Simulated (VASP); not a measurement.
Runs of VASP 6.6.1 on MgS. The structure is that of space group Cmc2_1 (No. 36), or close to it. The cells are those of the table. 

```csv
cell,gap on the mesh (eV),pressure (GPa),largest force (eV/Å)
"a = 4.337, b = 4.112, c = 6.432 Å, angles 90.0, 90.0, 121.8°, 4 atoms",3.00,-2.6,(b)
"a = 3.631, b = 3.938, c = 6.432 Å, angles 90.0, 90.0, 117.5°, 4 atoms",3.70,9.6,1.19
"a = 3.732, b = 3.961, c = 6.432 Å, angles 90.0, 90.0, 118.1°, 4 atoms",3.73,6.9,0.80
"a = 4.438, b = 4.139, c = 6.432 Å, angles 90.0, 90.0, 122.4°, 4 atoms",2.86,-3.5,0.42
"a = 3.833, b = 3.985, c = 6.432 Å, angles 90.0, 90.0, 118.7°, 4 atoms",3.71,(a),0.49
```

Alike in all rows: task single point; level PBE; potentials or basis VASP PAW PBE potentials, release 64 (Mg, S); no spin polarisation; k mesh 6 × 6 × 4; cutoff (eV) 520; smearing gaussian 0.05 eV.

Question: Fill in the values left out.

Answer: (a) 4.5; (b) 0.36.

Caveats: forces of over 1 eV/Å act on the atoms, so gaps and moduli don't describe the material at rest (some runs).

